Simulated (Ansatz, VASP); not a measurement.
Two plane-wave programs on Pb

Contents of INCAR:

```
PREC = Accurate ; ENCUT = 600
EDIFF = 1E-7 ; ISMEAR = -1
SIGMA = 0.05 ; LREAL = False
LASPH = True ; NELM = 100
ALGO = Fast ; ISIF = 3
LWAVE = False ; LCHARG = False
GGA = RE ; IVDW = 13
IBRION = 2 ; NSW = 60
EDIFFG = -0.01
```

KPOINTS

```
regular mesh
0
Gamma
  9 9 9
```

File POSCAR:

```
Pb
1.0
   -1.9796595667      1.9796595667      1.9796595667
    1.9796595667     -1.9796595667      1.9796595667
    1.9796595667      1.9796595667     -1.9796595667
Pb
1
Direct
    0.0000000000      0.0000000000      0.0000000000
```

File input.yaml:

```yaml
crystal:
  lattice:
    - [-1.9796595667, 1.9796595667, 1.9796595667]
    - [1.9796595667, -1.9796595667, 1.9796595667]
    - [1.9796595667, 1.9796595667, -1.9796595667]
  atoms:
    - { symbol: Pb, position: [0.0, 0.0, 0.0] }
hamiltonian:
  xc: revpbe
  pseudopotentials: { kind: paw }
  dispersion: d4
kpoints:
  mp_grid: { grid: [9, 9, 9] }
scf:
  occupations: { method: fermi_dirac, width: 0.05 }
output:
  forces: true
  stress: true
  eigenvalues: true
relax:
  f_tol: 0.01
  max_steps: 40
  cell: { stress_tol: 0.05 }
```

Alike in both runs: task relaxation of cell and atoms; functional revPBE; dispersion D4; k mesh 9 × 9 × 9; occupations fermi-dirac, width 0.05 eV; no spin polarisation.

|  | VASP | Ansatz |
| --- | --- | --- |
| version | VASP 6.6.1 | Ansatz 0.2.0 |
| potentials or method | VASP PAW PBE potentials, release 64 (Pb_d) | Ansatz PAW |
| plane-wave cutoff (eV) | 600 | 420 |
| valence electrons in the cell | 14 | 14 |

```csv
,VASP,Ansatz,Ansatz less VASP
"gap on the k mesh at the Fermi level, each at its own relaxed structure (eV)",none,none,-
relaxed volume (Å³/atom),30.29,30.29,-0.004
relaxed cell length with the largest relative difference (Å),3.401,3.401,-0.0002
```

VASP's potentials were made for PBE, not for revPBE. A gap of «none» marks a metal or a gap that the smearing closes.

Spin-orbit coupling is off throughout. Noted on Ansatz's run: the plane-wave basis is chosen anew once the cell has moved, so the energies of steps on either side of that aren't comparable.
